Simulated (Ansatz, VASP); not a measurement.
## CdTe in VASP and in Ansatz

```
Cd Te
1.0
     0.00000    3.35984    3.35984
     3.35984    0.00000    3.35984
     3.35984    3.35984    0.00000
Cd Te
1 1
Direct
  0.00000 0.00000 0.00000
  0.75000 0.75000 0.75000
```

Alike in both runs: functional RPBE; k mesh 8 × 8 × 8; occupations gaussian, width 0.02 eV; no spin polarisation.

Ansatz relaxed the structure, and its values are those at the end. VASP's run is a single point on that final structure, the one shown.

|  | VASP | Ansatz |
| --- | --- | --- |
| version | VASP 6.6.1 | Ansatz 0.2.0 |
| potentials or method | VASP PAW PBE potentials, release 64 (Cd, Te) | scalar-relativistic, plane waves, PAW |
| plane-wave cutoff (eV) | 520 | 420 |
| valence electrons in the cell | 18 | 36 |

|  | VASP | Ansatz | Ansatz less VASP |
| --- | --- | --- | --- |
| gap on the k mesh at the Fermi level (eV) | 0.60 | 0.60 | +0.006 |
| pressure (GPa) | 0.1 | 0.0 | -0.10 |

VASP's potentials were made for PBE, not for RPBE. VASP's potentials hold 18 valence electrons a cell and Ansatz's 36, so a difference there can come from the potentials and not from the codes.

Spin-orbit coupling is off throughout.
